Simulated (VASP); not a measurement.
# AlN (P6_3mc) in VASP: further runs

Runs on AlN. Level: PBE. Tasks: single point.

Everything below comes from runs of VASP 6.6.1. Logs are shortened: lines on timing, memory, paths and dates and some standing lists are left out, and cuts for length are marked.

### Step 1. The cell of the first run

It takes space group P6_3mc (No. 186, hexagonal). Conventional cell: a = 3.199 Å, b = 3.199 Å, c = 4.709 Å, α = 90.00°, β = 90.00°, γ = 120.00°. Al (site symmetry 3m) has 4 N at 1.81 to 1.92 Å within 2.4 Å. N (site symmetry 3m) has 4 Al at 1.81 to 1.92 Å within 2.4 Å.

### Step 2. Single point, PBE

Contents of INCAR:

```
PREC = Accurate
ENCUT = 520
EDIFF = 1E-7
ISMEAR = 0
SIGMA = 0.05
LREAL = F
LASPH = T
NELM = 60
ALGO = Normal
ISIF = 2
LWAVE = F
LCHARG = T
GGA = PE
LELF = T
LVHAR = T
NBANDS = 16
```

Contents of KPOINTS:

```
regular mesh
0
Gamma
  9 9 6
```

Contents of POSCAR:

```
AlN
1.0
    3.1986817736      0.0000000000      0.0000000000
   -1.5993408868      2.7701396745      0.0000000000
    0.0000000000      0.0000000000      4.7088346859
Al N
2 2
Direct
    0.3333333333      0.6666666667      0.0000000000
    0.6666666667      0.3333333333      0.5000000000
    0.3333333333      0.6666666667      0.3850000000
    0.6666666667      0.3333333333      0.8850000000
```

Potentials or basis: VASP PAW PBE potentials, release 64 (Al, N).

Launch:

```bash
$ cat potpaw_PBE.64/Al/POTCAR potpaw_PBE.64/N/POTCAR > POTCAR
$ mpirun -np 1 vasp_std > vasp.out
```

OUTCAR:

```text
PREC = Accurate
   ENCUT = 520
   EDIFF = 1E-7
   ISMEAR = 0
   LREAL = F
   LASPH = T
   NELM = 60
   ISIF = 2
   GGA = PE

 ion  position               nearest neighbor table
   1  0.333  0.667  0.000-   3 1.81   4 1.92   4 1.92   4 1.92   2 2.99   2 2.99   2 2.99   2 2.99
                             2 2.99   2 2.99
   2  0.667  0.333  0.500-   4 1.81   3 1.92   3 1.92   3 1.92   1 2.99   1 2.99   1 2.99   1 2.99
                             1 2.99   1 2.99
   3  0.333  0.667  0.385-   1 1.81   2 1.92   2 1.92   2 1.92
   4  0.667  0.333  0.885-   2 1.81   1 1.92   1 1.92   1 1.92

  LATTYP: Found a hexagonal cell.
 ALAT       =     3.1986817736
 C/A-ratio  =     1.4721172718

  Lattice vectors:

 A1 = (   3.1986817736,   0.0000000000,   0.0000000000)
 A2 = (  -1.5993408868,   2.7701396745,   0.0000000000)
 A3 = (   0.0000000000,   0.0000000000,   4.7088346859)

Analysis of symmetry for initial positions (statically):
=====================================================================
 Subroutine PRICEL returns:
 Original cell was already a primitive cell.

 Routine SETGRP: Setting up the symmetry group for a
 hexagonal supercell.

 Subroutine GETGRP returns: Found 12 space group operations
 (whereof  6 operations were pure point group operations)
 out of a pool of 24 trial point group operations.

The static configuration has the point symmetry C_3v.
 The point group associated with its full space group is C_6v.

Analysis of symmetry for dynamics (positions and initial velocities):
=====================================================================
 Subroutine PRICEL returns:
 Original cell was already a primitive cell.

 Routine SETGRP: Setting up the symmetry group for a
 hexagonal supercell.

 Subroutine GETGRP returns: Found 12 space group operations
 (whereof  6 operations were pure point group operations)
 out of a pool of 24 trial point group operations.

The dynamic configuration has the point symmetry C_3v.
 The point group associated with its full space group is C_6v.

 Subroutine INISYM returns: Found 12 space group operations
 (whereof  6 operations are pure point group operations),
 and found     1 'primitive' translations

----------------------------------------------------------------------------------------
[... 91 lines left out ...]
   ISPIN  =      1    spin polarized calculation?
   LNONCOLLINEAR =      F non collinear calculations
   LSORBIT =      F    spin-orbit coupling
   LASPH  =      T    aspherical Exc in radial PAW
   ENCUT  =  520.0 eV  38.22 Ry    6.18 a.u.   5.95  5.95  8.76*2*pi/ulx,y,z
   NELM   =     60;   NELMIN=  2; NELMDL= -5     # of ELM steps
   EDIFF  = 0.1E-06   stopping-criterion for ELM
   LREAL  =      F    real-space projection
   EDIFFG = 0.1E-05   stopping-criterion for IOM
   NSW    =      0    number of steps for IOM
   IBRION =     -1    ionic relax: 0-MD 1-quasi-New 2-CG
   NFREE  =      0    steps in history (QN), initial steepest desc. (CG)
   ISIF   =      2    stress and relaxation
   ISYM   =      2    0-nonsym 1-usesym 2-fastsym
   POTIM  = 0.5000    time-step for ionic-motion
   TEBEG  =    0.0;   TEEND  =   0.0 temperature during run
   PSTRESS=    0.0 pullay stress
   NELECT =      16.0000    total number of electrons
   NUPDOWN=      -1.0000    fix difference up-down
   EMIN   =  10.00;   EMAX   =-10.00  energy-range for DOS
   EFERMI =   0.00;   METHOD = LEGACY
   ISMEAR =     0;   SIGMA  =   0.05  broadening in eV -4-tet -1-fermi 0-gaus
   EFERMI_NEDOS =   21; number of points for ismear=-14 and -15
   IALGO  =     38    algorithm
   IMIX   =      4    mixing-type and parameters
     AMIX     =   0.40;   BMIX     =  1.00
     AMIX_MAG =   1.60;   BMIX_MAG =  1.00
  volume/ion in A,a.u.               =      10.43        70.39
  Fermi-wavevector in a.u.,A,eV,Ry     =   1.189377  2.247596 19.247033  1.414617
  Thomas-Fermi vector in A             =   2.325485
   LORBIT       =      0    0 simple, 1 ext, 2 COOP (PROOUT), +10 PAW based schemes
   GGA     = PE    functional components
   LHFCALC =     F    Hartree Fock is set to
   AEXX    =    0.0000 exact exchange contribution
   IVDW    =     0    specifies the selected vdW correction
   LEPSILON=     F    determine dielectric tensor
   LRPA    =     F    only Hartree local field effects (RPA)
 non-spin polarized calculation
 Gauss-broadening in eV      SIGMA  =   0.05
  energy-cutoff  :      520.00
  volume of cell :       41.72
 maximum number of plane-waves:      1140
 NGX is ok and might be reduce to    24

 number of electron      16.0000004 magnetization

 Free energy of the ion-electron system (eV)
  ---------------------------------------------------
  ext. energy  EPLUGINS =         0.00000000
  ---------------------------------------------------
  free energy    TOTEN  =       -29.55119541 eV

  energy without entropy =      -29.55119541  energy(sigma->0) =      -29.55119541

 E-fermi :   6.6239     XC(G=0): -10.9097

 val. band max:        6.4271533131   @ k =   0.0000   0.0000   0.0000
 cond. band min:      10.3583467992   @ k =   0.0000   0.0000   0.0000
 fundamental gap:      3.9311934861
 Fermi energy:         6.6239274825

 k-point     1 :       0.0000    0.0000    0.0000
  band No.  band energies     occupation
      1      -9.0443      2.00000
      2      -6.5292      2.00000
      3       0.4305      2.00000
      4       4.9569      2.00000
      5       4.9569      2.00000
      6       5.8716      2.00000
[... 433 lines left out ...]
      3       1.3663      2.00000
      4       1.9411      2.00000
      5       1.9411      2.00000
      6       3.7884      2.00000
[... 8 lines left out ...]
     15      19.0472      0.00000
     16      20.7441      0.00000

 [... further k-points ...]
[... 5 lines left out ...]
  --------------------------------------------------------------------------------------
  -------------------------------------------------------------------------------------
  Total       -1.6739812     -1.6739812      6.7159286      0.0000000      0.0000000      0.0000000
  in kB      -64.2798716    -64.2798715    257.8876265      0.0000000      0.0000000      0.0000000
  external PRESSURE =      43.1092945 kB  Pullay stress =       0.0000000 kB

 VOLUME and BASIS-vectors are now :
 -----------------------------------------------------------------------------
  energy-cutoff  :      520.00
  volume of cell :       41.72
      direct lattice vectors                 reciprocal lattice vectors
     3.198681774  0.000000000  0.000000000     0.312628786  0.180496314  0.000000000
    -1.599340887  2.770139675  0.000000000     0.000000000  0.360992628  0.000000000
     0.000000000  0.000000000  4.708834686     0.000000000  0.000000000  0.212366767

 POSITION                                       TOTAL-FORCE (eV/Angst)
 -----------------------------------------------------------------------------------
     -0.00000      1.84676      0.00000         0.000000      0.000000     -1.129273
      1.59934      0.92338      2.35442        -0.000000     -0.000000     -1.129273
     -0.00000      1.84676      1.81290         0.000000     -0.000000      1.129273
      1.59934      0.92338      4.16732        -0.000000      0.000000      1.129273
 -----------------------------------------------------------------------------------
    total drift:                               -0.000000     -0.000000      0.000280

  FREE ENERGIE OF THE ION-ELECTRON SYSTEM (eV)
  ---------------------------------------------------
  free  energy   TOTEN  =       -29.5511954134 eV

  energy  without entropy=      -29.5511954134  energy(sigma->0) =      -29.55119541
```

OSZICAR:

```text
N       E                     dE             d eps       ncg     rms          rms(c)
DAV:   1     0.426990701985E+02    0.42699E+02   -0.72847E+03  1536   0.892E+02
DAV:   2    -0.307618031367E+02   -0.73461E+02   -0.68017E+02  2200   0.190E+02
DAV:   3    -0.343592469844E+02   -0.35974E+01   -0.35892E+01  1824   0.434E+01
DAV:   4    -0.343810008911E+02   -0.21754E-01   -0.21752E-01  1936   0.381E+00
DAV:   5    -0.343812952093E+02   -0.29432E-03   -0.29432E-03  1824   0.442E-01    0.122E+01
DAV:   6    -0.295506105129E+02    0.48307E+01   -0.10579E+01  1864   0.238E+01    0.418E+00
DAV:   7    -0.295660435126E+02   -0.15433E-01   -0.69139E-01  1608   0.590E+00    0.296E+00
DAV:   8    -0.295560613803E+02    0.99821E-02   -0.69650E-02  1760   0.237E+00    0.621E-01
DAV:   9    -0.295506452121E+02    0.54162E-02   -0.13299E-02  1952   0.875E-01    0.256E-01
DAV:  10    -0.295512807289E+02   -0.63552E-03   -0.25307E-03  1664   0.327E-01    0.135E-01
DAV:  11    -0.295511896164E+02    0.91113E-04   -0.27206E-04  1760   0.132E-01    0.229E-02
DAV:  12    -0.295511955492E+02   -0.59328E-05   -0.16216E-05  1840   0.323E-02    0.983E-03
DAV:  13    -0.295511953426E+02    0.20661E-06   -0.40138E-06  1680   0.163E-02    0.173E-03
DAV:  14    -0.295511954134E+02   -0.70845E-07   -0.29285E-07  1840   0.419E-03
   1 F= -.29551195E+02 E0= -.29551195E+02  d E =-.108992E-10
```

stdout:

```text
POSCAR found type information on POSCAR AlN
 POSCAR found :  2 types and       4 ions
 scaLAPACK will be used
 LDA part: xc-table for (Slater+PW92), standard interpolation
 POSCAR, INCAR and KPOINTS ok, starting setup
 FFT: planning ... GRIDC
 FFT: planning ... GRID_SOFT
 FFT: planning ... GRID
 WAVECAR not read
 entering main loop
```

Run time: 16 s. Hardware: 1 thread of Intel Xeon Platinum 8488C (Sapphire Rapids), shared host; peak memory 0.16 GiB.

What came out:

* Free energy: -29.5512 eV
* Pressure: 4.3 GPa
* Largest force: 1.129 eV/Å
* Band gap on the k mesh: 3.93 eV, direct

Forces in eV/Å, atoms in the order of the input:
```
Al   0.000  0.000 -1.129
Al   0.000  0.000 -1.129
N    0.000  0.000  1.129
N    0.000  0.000  1.129
```

Levels at points of the mesh, in eV from the valence-band top:
| k point | band 6 | band 7 | band 8 | band 9 | band 10 | band 11 |
| --- | --- | --- | --- | --- | --- | --- |
| (0.00, 0.00, 0.00) | -0.56 | -0.56 | 0.00 | 3.93 | 5.67 | 10.15 |
| (0.00, 0.00, 0.50) | -1.03 | -1.03 | -1.03 | 5.91 | 5.91 | 10.45 |

Caveat: forces of over 1 eV/Å act on the atoms, so gaps and moduli don't describe the material at rest. A k mesh can miss the band edges.

### Step 3. Single point, PBE

This run uses another cell than the first one, of the same volume but with other edges.

Contents of INCAR:

```
SYSTEM = AlN
PREC     = Accurate       ! precision mode
ENCUT    = 520            ! plane-wave cutoff, eV
EDIFF    = 1E-7           ! SCF threshold, eV
ISMEAR   = 0              ! smearing method
SIGMA    = 0.05           ! smearing width, eV
LREAL    = .FALSE.        ! projectors in reciprocal space
LASPH    = .TRUE.         ! aspherical terms in the spheres
NELM     = 80             ! most SCF steps
ALGO     = Normal         ! electronic algorithm
ISIF     = 2              ! what is computed and relaxed
LWAVE    = .FALSE.        ! write WAVECAR
LCHARG   = .FALSE.        ! write CHGCAR
GGA      = PE             ! functional
NBANDS   = 16             ! bands
```

Contents of KPOINTS:

```
regular mesh
0
G
  9 9 6
  0 0 0
```

Contents of POSCAR:

```
AlN
1.0
    3.0137189557      0.0000000000      0.0000000000
   -1.5068594779      2.6099571755      0.0000000000
    0.0000000000      0.0000000000      5.3045679346
Al N
2 2
Direct
    0.3333333333      0.6666666667      0.0000000000
    0.6666666667      0.3333333333      0.5000000000
    0.3333333333      0.6666666667      0.3850000000
    0.6666666667      0.3333333333      0.8850000000
```

Potentials or basis: VASP PAW PBE potentials, release 64 (Al, N).

Launch:

```bash
$ cat potpaw_PBE.64/Al/POTCAR potpaw_PBE.64/N/POTCAR > POTCAR
$ mpirun -np 1 vasp_std > vasp.out
```

Wall time 18 s (1 thread of Intel Xeon Platinum 8488C (Sapphire Rapids), shared host); peak memory 0.16 GiB.

The run converged. Its results:

- Free energy: -29.4381 eV
- Pressure: 7.6 GPa
- Largest force: 0.885 eV/Å
- Band gap on the k mesh: 4.02 eV, direct

Forces on the atoms (eV/Å):
```
Al   0.000  0.000  0.885
Al   0.000  0.000  0.885
N    0.000  0.000 -0.885
N    0.000  0.000 -0.885
```

Stress tensor (GPa, compression positive):
```
 20.07   0.00   0.00
  0.00  20.07   0.00
  0.00   0.00 -17.49
```

Levels at points of the mesh, in eV from the valence-band top:
| k point | band 6 | band 7 | band 8 | band 9 | band 10 | band 11 |
| --- | --- | --- | --- | --- | --- | --- |
| (0.00, 0.00, 0.00) | -0.21 | 0.00 | 0.00 | 4.02 | 7.74 | 10.25 |
| (0.00, 0.00, 0.50) | -0.21 | -0.21 | -0.21 | 6.86 | 6.86 | 10.13 |

(Part 1 of 2 ends here.)
